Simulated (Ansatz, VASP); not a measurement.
## CoO: VASP beside Ansatz

INCAR

```
SYSTEM = CoO
  ALGO = Normal
  EDIFF = 1E-6
  ENCUT = 520
  GGA = PS
  ISIF = 2
  ISMEAR = -1
  ISPIN = 2
  LASPH = .True.
  LCHARG = .False.
  LMAXMIX = 4
  LORBIT = 11
  LREAL = .False.
  LWAVE = .False.
  MAGMOM = 2 0
  NBANDS = 18
  NELM = 150
  PREC = Accurate
  SIGMA = 0.05
```

The input KPOINTS:

```
k-points
0
Gamma
  10 10 10
  0 0 0
```

POSCAR

```
CoO
1.0
    1.5695123000      0.9061583489      2.5140792326
   -1.5695123000      0.9061583489      2.5140792326
    0.0000000000     -1.8123166978      2.5140792326
Co O
1 1
Direct
    0.9989783200      0.9989783200      0.9989783200
    0.7510210300      0.7510210300      0.7510210300
```

The input input.yaml:

```yaml
crystal:
  lattice:
    - [1.5695123, 0.9061583489, 2.5140792326]
    - [-1.5695123, 0.9061583489, 2.5140792326]
    - [0.0, -1.8123166978, 2.5140792326]
  atoms:
    - { symbol: Co, position: [0.99897832, 0.99897832, 0.99897832], spin: 2.0 }
    - { symbol: O, position: [0.75102103, 0.75102103, 0.75102103] }
kpoints:
  mp_grid: { grid: [10, 10, 10] }
scf:
  occupations: { method: fermi_dirac, width: 0.05 }
hamiltonian:
  xc: pbesol
  pseudopotentials: { kind: all_electron, lapw: { basis_error: 0.001 } }
magnetization:
  spin_polarized: true
output:
  forces: true
  stress: true
  eigenvalues: true
```

Change from the starting cell: volume scaled by 0.94.

Alike in both runs: task single point; functional PBEsol; k mesh 10 × 10 × 10; occupations fermi-dirac, width 0.05 eV; collinear spin.

|  | VASP | Ansatz |
| --- | --- | --- |
| version | VASP 6.6.1 | Ansatz 0.2.0 |
| potentials or method | VASP PAW PBE potentials, release 64 (Co, O), cutoff 520 eV | all-electron LAPW, scalar-relativistic |

|  | VASP | Ansatz | Ansatz less VASP |
| --- | --- | --- | --- |
| gap on the k mesh at the Fermi level (eV) | none | none | - |
| pressure (GPa) | -2.4 | -2.0 | +0.46 |
| traceless stress, the component that is largest in VASP (GPa) | 3.94 | 3.86 | -0.080 |
| rms of the force components (eV/Å) | 0.167 | 0.159 | -0.0078 |
| net moment per atom (μB) | 1.18 | 1.20 | +0.019 |
| size of the moment on the site where the two differ most (μB) | 0.24 | 0.25 | +0.009 |

VASP's potentials were made for PBE, not for PBEsol. Site moments also hang on the region over which each program counts them. Atom by atom the forces differ by 0.008 eV/Å (rms over components). A gap of «none» marks a metal or a gap that the smearing closes. Ansatz ran all-electron here, and VASP with PAW potentials.
